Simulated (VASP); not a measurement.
Al5GaAs6:

```
CELL_PARAMETERS angstrom
3.99158 0.01423 0.02447
0.01423 4.08592 0.02322
0.10371 0.09842 17.17630
ATOMIC_POSITIONS crystal
Al 0.89506 0.08849 0.66112
Al 0.51608 0.54761 0.83314
Al 0.97693 0.01659 0.00002
Al 0.55557 0.50465 0.17793
Al 0.98625 0.05124 0.32656
Ga 0.56930 0.48680 0.50011
As 0.52364 0.96423 0.92139
As 0.03387 0.46916 0.07962
As 0.49477 0.97846 0.23941
As 0.97976 0.43586 0.40881
As 0.50298 0.99673 0.59522
As 0.96578 0.46017 0.75666
```

- Program: VASP 6.6.1
- Task: relaxation of cell and atoms
- Functional: PBE
- Potentials or basis: VASP PAW PBE potentials, release 64 (Al, Ga_d, As)
- Cutoff: 600 eV
- k mesh: 4 × 4 × 1
- Occupations: gaussian, width 0.1 eV
- Spin: no spin polarisation

At the start: pressure 6.7 GPa; volume 23.34 Å³/atom.

Problem. Where does the relaxation end?

Solution. Over 26 steps the energy falls by 451.9 meV/atom and the volume is 23.60 Å³/atom (+1.1 %); space group P1 (No. 1, to 0.1 Å) before, P-4m2 (No. 115, to 0.1 Å).

Step by step:
```tsv
step	energy change (eV)	largest force (eV/Å)	pressure (GPa)	volume (Å³)
1	0.0000	8.9377	6.70	280.11
2	-2.9123	2.4006	-4.88	320.81
3	-3.5777	2.3756	-2.81	303.14
4	-4.7463	1.3706	-1.28	289.76
5	-4.9552	1.1342	0.44	281.77
6	-5.2406	0.5083	0.50	280.84
7	-5.2478	0.5571	0.56	280.64
8	-5.3135	0.2888	-0.26	284.09
9	-5.3179	0.2786	-0.52	285.25
10	-5.3438	0.2800	0.04	282.85
11	-5.3485	0.3495	0.45	281.21
12	-5.3703	0.2941	0.29	281.94
13	-5.3934	0.2517	-0.12	283.77
14	-5.4110	0.1227	-0.07	283.51
15	-5.4118	0.1191	-0.04	283.44
16	-5.4159	0.0869	0.05	283.01
17	-5.4160	0.0697	0.04	283.07
18	-5.4175	0.0448	-0.02	283.34
19	-5.4177	0.0512	-0.06	283.47
20	-5.4187	0.0407	0.04	283.13
21	-5.4192	0.0527	0.11	282.80
22	-5.4200	0.0501	0.06	282.99
23	-5.4210	0.0558	-0.07	283.54
24	-5.4216	0.0376	-0.03	283.42
25	-5.4221	0.0327	0.01	283.22
26	-5.4223	0.0218	0.00	283.25
```

Final structure:
```
Al Ga As
1.0
     4.07818    0.00014   -0.00028
    -0.00117    4.07975   -0.00009
     0.00214   -0.00186   17.02429
Al Ga As
5 1 6
Direct
  0.99906 0.99994 0.66710
  0.49930 0.50067 0.83356
  0.00037 0.00040 0.00005
  0.50090 0.49884 0.16649
  0.00176 0.99908 0.33291
  0.49829 0.50082 0.50001
  0.50027 0.00071 0.91681
  0.00088 0.50025 0.08323
  0.50170 0.99906 0.24964
  0.99904 0.49935 0.41576
  0.49928 0.00060 0.58417
  0.99914 0.50028 0.75025
```
